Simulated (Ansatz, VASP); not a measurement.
ZnSb3: VASP beside Ansatz

```
Zn Sb
1.0
    -2.61155    2.61155    3.69495
     2.61155   -2.61155    3.69495
     2.61155    2.61155   -3.69495
Zn Sb
1 3
Cartesian
  0.0000 0.0000 0.0000
  0.0000 0.0000 3.6950
  2.6115 0.0000 1.8475
  0.0000 2.6115 1.8475
```

Alike in both runs: functional PBE; k mesh 14 × 14 × 14; occupations gaussian, width 0.1 eV; no spin polarisation.

Ansatz relaxed the structure, and its values are those at the end. VASP's run is a single point on that final structure, the one shown.

|  | VASP | Ansatz |
| --- | --- | --- |
| version | VASP 6.6.1 | Ansatz 0.2.0 |
| potentials or method | VASP PAW PBE potentials, release 64 (Zn, Sb), cutoff 520 eV | scalar-relativistic, plane waves, PAW |
| valence electrons in the cell | 27 | 57 |

|  | VASP | Ansatz | Ansatz less VASP |
| --- | --- | --- | --- |
| gap on the k mesh at the Fermi level (eV) | none | none | - |
| pressure (GPa) | 0.0 | 0.0 | +0.05 |

A gap of «none» marks a metal or a gap that the smearing closes. VASP's potentials hold 27 valence electrons a cell and Ansatz's 57, so a difference there can come from the potentials and not from the codes.

Spin-orbit coupling is off throughout.
